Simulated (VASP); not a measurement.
Na: single point with PBEsol

Na:

```
CELL_PARAMETERS angstrom
2.94856 0.00000 0.00000
-1.47428 2.55352 0.00000
0.00000 0.00000 4.81546
ATOMIC_POSITIONS crystal
Na 0.33333 0.66667 0.25000
Na 0.66667 0.33333 0.75000
```

* Program: VASP 6.6.1
* Task: single point
* Functional: PBEsol
* Potentials or basis: VASP PAW PBE potentials, release 64 (Na_pv)
* Cutoff: 520 eV
* k mesh: 6 × 6 × 4
* Occupations: gaussian, width 0.1 eV
* Spin: no spin polarisation

| Item | Value |
| --- | --- |
| Pressure | 20.0 GPa |
| Band gap on the k mesh | zero (band 7 reaches 6.32 eV, above the bottom of band 8 at -0.04 eV) |

Stress tensor (GPa, compression positive):
```
20.85  0.00  0.00
 0.00 20.85  0.00
 0.00  0.00 18.43
```

Levels at points of the mesh, in eV from the Fermi level:
| k point | band 4 | band 5 | band 6 | band 7 | band 8 | band 9 | band 10 | band 11 |
| --- | --- | --- | --- | --- | --- | --- | --- | --- |
| (0.00, 0.00, 0.00) | -24.55 | -24.55 | -24.55 | -4.98 | 0.91 | 1.95 | 14.75 | 14.75 |
| (0.50, 0.00, 0.00) | -24.66 | -24.63 | -24.59 | 0.43 | 0.98 | 5.08 | 6.14 | 6.80 |
| (0.00, 0.00, 0.50) | -24.57 | -24.57 | -24.57 | -3.26 | -3.26 | 8.46 | 8.46 | 15.45 |
| (0.50, 0.00, 0.50) | -24.63 | -24.63 | -24.63 | 1.70 | 1.70 | 2.68 | 2.68 | 10.88 |

Wall time 4.5 s on 1 thread of AMD EPYC 9R45 96-Core Processor (Zen 5), with other jobs on the host, peak memory 0.11 GiB.

Caveat: the k points lie up to 0.41 Å⁻¹ apart; the PAW data sets were made with another functional, which shifts forces and pressure a little.
